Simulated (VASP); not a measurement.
# Sc in VASP: a series of runs, part 2 of 2

VASP 6.6.1.

## Step 5: Single point, PBE

INCAR

```
SYSTEM = Sc
ALGO = Normal ; DIPOL = 0.5 0.5 0.500
EDIFF = 1E-7 ; ENCUT = 520
GGA = PE ; IDIPOL = 3
ISIF = 2 ; ISMEAR = -1
LASPH = .True. ; LCHARG = .False.
LDIPOL = .True. ; LREAL = .False.
LWAVE = .False. ; NBANDS = 24
NELM = 60 ; PREC = Accurate
SIGMA = 0.05
```

KPOINTS

```
k-points
0
Gamma
  13 13 1
  0 0 0
```

POSCAR

```
Sc
1.0
    3.3200156578      0.0000000000      0.0000000000
   -1.6600078289      2.8752179006      0.0000000000
    0.0000000000      0.0000000000     21.1663000000
Sc
3
Direct
    0.0000000000      0.0000000000      0.3818623785
    0.3333333333      0.6666666667      0.4999999217
    0.0000000000      0.0000000000      0.6181376998
```

Potentials or basis: VASP PAW PBE potentials, release 64 (Sc_sv).

Launch:

```sh
$ cat potpaw_PBE.64/Sc_sv/POTCAR > POTCAR
$ mpirun -np 1 vasp_std > vasp.out
```

OUTCAR:

```text
SYSTEM = Sc
   EDIFF = 1E-7
   ENCUT = 520
   GGA = PE
   ISIF = 2
   ISMEAR = -1
   LASPH = .True.
   LREAL = .False.
   NELM = 60
   PREC = Accurate

 ion  position               nearest neighbor table
   1  0.000  0.000  0.382-   2 3.15   2 3.15   2 3.15
   2  0.333  0.667  0.500-   1 3.15   1 3.15   1 3.15   3 3.15   3 3.15   3 3.15
   3  0.000  0.000  0.618-   2 3.15   2 3.15   2 3.15

  LATTYP: Found a hexagonal cell.
 ALAT       =     3.3200156578
 C/A-ratio  =     6.3753614988

[... 761 lines left out ...]
  Direction    XX          YY          ZZ          XY          YZ          ZX
  --------------------------------------------------------------------------------------
  -------------------------------------------------------------------------------------
  Total       -0.5693745     -0.5693745     -0.0106409      0.0000000      0.0000000      0.0000000
  in kB       -4.5149480     -4.5149480     -0.0843785      0.0000000      0.0000000      0.0000000
  external PRESSURE =      -3.0380915 kB  Pullay stress =       0.0000000 kB

 VOLUME and BASIS-vectors are now :
 -----------------------------------------------------------------------------
  energy-cutoff  :      520.00
  volume of cell :      202.05
      direct lattice vectors                 reciprocal lattice vectors
     3.320015658  0.000000000  0.000000000     0.301203399  0.173899863  0.000000000
    -1.660007829  2.875217901  0.000000000     0.000000000  0.347799727  0.000000000
     0.000000000  0.000000000 21.166300000     0.000000000  0.000000000  0.047244913

 POSITION                                       TOTAL-FORCE (eV/Angst)
 -----------------------------------------------------------------------------------
      0.00000      0.00000      8.08261         0.000000     -0.000000     -0.003557
     -0.00000      1.91681     10.58315         0.000000      0.000000      0.000000
      0.00000      0.00000     13.08369        -0.000000      0.000000      0.003557
 -----------------------------------------------------------------------------------
    total drift:                                0.000000     -0.000000      0.000025

  FREE ENERGIE OF THE ION-ELECTRON SYSTEM (eV)
  ---------------------------------------------------
  free  energy   TOTEN  =       -17.2891060243 eV

  energy  without entropy=      -17.2247970561  energy(sigma->0) =      -17.25695154

 vacuum level on the upper side and lower side of the slab         2.647         2.647
```

OSZICAR:

```text
N       E                     dE             d eps       ncg     rms          rms(c)
DAV:   1     0.629029371812E+03    0.62903E+03   -0.14203E+04  1104   0.114E+03
DAV:   2     0.537020888682E+01   -0.62366E+03   -0.61521E+03  1400   0.586E+02
DAV:   3    -0.199635546171E+02   -0.25334E+02   -0.24491E+02  1552   0.171E+02
[... 17 lines left out ...]
DAV:  21    -0.172891033828E+02   -0.10202E-04   -0.53389E-07  1112   0.375E-03    0.308E-04
DAV:  22    -0.172891050329E+02   -0.16501E-05   -0.71960E-08  1128   0.130E-03    0.178E-04
DAV:  23    -0.172891058600E+02   -0.82704E-06   -0.43332E-08  1048   0.865E-04    0.668E-05
DAV:  24    -0.172891060103E+02   -0.15033E-06   -0.13115E-08  1024   0.604E-04    0.389E-05
DAV:  25    -0.172891060243E+02   -0.14007E-07   -0.32116E-09  1000   0.457E-04
   1 F= -.17289106E+02 E0= -.17256952E+02  d E =-.643090E-01
```

stdout:

```text
POSCAR found type information on POSCAR Sc
 POSCAR found :  1 types and       3 ions
 scaLAPACK will be used
 LDA part: xc-table for (Slater+PW92), standard interpolation
 POSCAR, INCAR and KPOINTS ok, starting setup
 FFT: planning ... GRIDC
 FFT: planning ... GRID_SOFT
 FFT: planning ... GRID
 WAVECAR not read
 entering main loop
```

Run time: 2.4 min. Hardware: 1 thread of Intel Xeon Platinum 8488C (Sapphire Rapids), shared host; peak memory 0.36 GiB.

Results:

* Free energy: -17.2891 eV
* Largest force: 0.004 eV/Å
* Band gap on the k mesh: zero (an odd number of electrons rules out a gap without spin polarisation)

Forces in eV/Å, atoms in the order of the input:
```
Sc   0.000  0.000 -0.004
Sc   0.000  0.000  0.000
Sc   0.000  0.000  0.004
```

## Step 6: Single point, PBE

INCAR

```
PREC = Accurate
ENCUT = 520
EDIFF = 1E-6
ISMEAR = -1
SIGMA = 0.05
LREAL = False
LASPH = True
NELM = 80
ALGO = Normal
ISIF = 2
LWAVE = False
LCHARG = False
GGA = PE
NBANDS = 24
```

KPOINTS

```
regular mesh
0
Gamma
  13 13 1
```

POSCAR is that of step 5.

Potentials or basis: VASP PAW PBE potentials, release 64 (Sc_sv).

Launch:

```sh
$ cat potpaw_PBE.64/Sc_sv/POTCAR > POTCAR
$ mpirun -np 1 vasp_std > vasp.out
```

OUTCAR:

```text
PREC = Accurate
   ENCUT = 520
   EDIFF = 1E-6
   ISMEAR = -1
   LREAL = False
   LASPH = True
   NELM = 80
   ISIF = 2
   GGA = PE

 ion  position               nearest neighbor table
   1  0.000  0.000  0.382-   2 3.15   2 3.15   2 3.15
   2  0.333  0.667  0.500-   1 3.15   1 3.15   1 3.15   3 3.15   3 3.15   3 3.15
   3  0.000  0.000  0.618-   2 3.15   2 3.15   2 3.15

  LATTYP: Found a hexagonal cell.
 ALAT       =     3.3200156578
 C/A-ratio  =     6.3753614988

[... 753 lines left out ...]

  FORCE on cell =-STRESS in cart. coord.  units (eV):
  Direction    XX          YY          ZZ          XY          YZ          ZX
  --------------------------------------------------------------------------------------
  -------------------------------------------------------------------------------------
  Total       -0.5695201     -0.5695201     -0.0110542      0.0000000      0.0000000     -0.0000000
  in kB       -4.5161024     -4.5161024     -0.0876557      0.0000000      0.0000000     -0.0000000
  external PRESSURE =      -3.0399535 kB  Pullay stress =       0.0000000 kB

 VOLUME and BASIS-vectors are now :
 -----------------------------------------------------------------------------
  energy-cutoff  :      520.00
  volume of cell :      202.05
      direct lattice vectors                 reciprocal lattice vectors
     3.320015658  0.000000000  0.000000000     0.301203399  0.173899863  0.000000000
    -1.660007829  2.875217901  0.000000000     0.000000000  0.347799727  0.000000000
     0.000000000  0.000000000 21.166300000     0.000000000  0.000000000  0.047244913

 POSITION                                       TOTAL-FORCE (eV/Angst)
 -----------------------------------------------------------------------------------
      0.00000      0.00000      8.08261        -0.000000      0.000000     -0.003439
     -0.00000      1.91681     10.58315         0.000000     -0.000000      0.000000
      0.00000      0.00000     13.08369        -0.000000      0.000000      0.003439
 -----------------------------------------------------------------------------------
    total drift:                                0.000000     -0.000000      0.000024

  FREE ENERGIE OF THE ION-ELECTRON SYSTEM (eV)
  ---------------------------------------------------
  free  energy   TOTEN  =       -17.2891055733 eV

  energy  without entropy=      -17.2247951294  energy(sigma->0) =      -17.25695035
```

Wall time 2.2 min (1 thread of Intel Xeon Platinum 8488C (Sapphire Rapids), shared host); peak memory 0.38 GiB.

What came out:

```
Free energy            : -17.2891 eV
Largest force          : 0.003 eV/Å
Band gap on the k mesh : zero (an odd number of electrons rules out a gap without spin polarisation)
```

Forces on the atoms (eV/Å):
```
Sc   0.000  0.000 -0.003
Sc   0.000  0.000  0.000
Sc   0.000  0.000  0.003
```

Levels at points of the mesh, in eV from the Fermi level:
```
           k point  band 15  band 16  band 17  band 18  band 19  band 20
(0.00, 0.00, 0.00)    -2.20     0.03     0.12     0.94     1.33     1.33
```

## Step 7: Overview

| cell | dipole correction | electric field (eV/Å) | gap on the mesh (eV) | largest force (eV/Å) |
| --- | --- | --- | --- | --- |
| as given, atomic positions A | yes | - | none | 0.16 |
| as given, atomic positions B | yes | - | none | - |
| as given, atomic positions B | yes | -0.1 eV/Å | none | 0.01 |
| as given, atomic positions B | no | - | none | - |

Alike in all rows: task single point; level PBE; potentials or basis VASP PAW PBE potentials, release 64 (Sc_sv); no spin polarisation; k mesh 13 × 13 × 1; cutoff (eV) 520; smearing fermi-dirac 0.05 eV.

Absolute energies hang on the potentials; compare differences alone.
